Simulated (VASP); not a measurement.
Runs of VASP 6.6.1 on AlIr. Symmetry: Pm-3m, No. 221, cubic system. Conventional cell: a = 2.995 Å, b = 2.995 Å, c = 2.995 Å, α = 90.00°, β = 90.00°, γ = 90.00°. Within 3.4 Å of Al (site symmetry m-3m) lie 8 Ir at 2.59 Å and 6 Al at 2.99 Å. Within 3.4 Å of Ir (site symmetry m-3m) lie 8 Al at 2.59 Å and 6 Ir at 2.99 Å. 

| spin | fixed moment (μB) | pressure (GPa) | moment (μB) |
| --- | --- | --- | --- |
| collinear | 0.6 | -0.9 | 0.60 |
| collinear | 0.2 | (a) | 0.20 |
| collinear | 0.4 | (b) | 0.40 |
| collinear, zero start | 0.0 | -5.2 | 0.00 |
| collinear | 0.9 | 2.5 | 0.90 |

Alike in all rows: task single point; level LDA; potentials or basis VASP PAW LDA potentials, release 64 (Al, Ir); cell as given; k mesh 11 × 11 × 11; cutoff (eV) 520; smearing fermi-dirac 0.03 eV.

Question: Fill in the values left out.

Answer: (a) -4.4; (b) -2.7.

Caveats: the total moment is fixed, so each spin has its own Fermi level; the cell stands under tension (at least some runs).
